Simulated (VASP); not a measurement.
Here is a VASP 6.6.1 calculation.

Contents of INCAR:

```
PREC = Accurate
ENCUT = 500
EDIFF = 1E-6
ISMEAR = 0
SIGMA = 0.05
LREAL = False
LASPH = True
NELM = 120
ALGO = Normal
ISIF = 2
LWAVE = False
LCHARG = False
GGA = PE
NBANDS = 26
GGA_COMPAT = False
```

The input KPOINTS:

```
Automatic mesh
0
Gamma
  6 6 6
```

POSCAR

```
BAs
1.0
    4.8088223222      0.0000000000      0.0000000000
    0.0000000000     -4.8088223222      0.0000000000
    0.0000000000      0.0000000000     -4.8088223222
B As
4 4
Direct
    0.0000000000      0.0000000000      0.0000000000
    0.5000000000      0.5000000000      0.0000000000
    0.5000000000      0.0000000000      0.5000000000
    0.0000000000      0.5000000000      0.5000000000
    0.7500000000      0.7500000000      0.7500000000
    0.2500000000      0.2500000000      0.7500000000
    0.2500000000      0.7500000000      0.2500000000
    0.7500000000      0.2500000000      0.2500000000
```

Potentials or basis: VASP PAW PBE potentials, release 64 (B, As).

The run is started by

```sh
$ cat potpaw_PBE.64/B/POTCAR potpaw_PBE.64/As/POTCAR > POTCAR
$ mpirun -np 1 vasp_std > vasp.out
```

(1) What does it give for the band gap on the k mesh?

(2) What does it give for the pressure?

Answers

(1) 1.20 eV.

(2) 0.6 GPa.
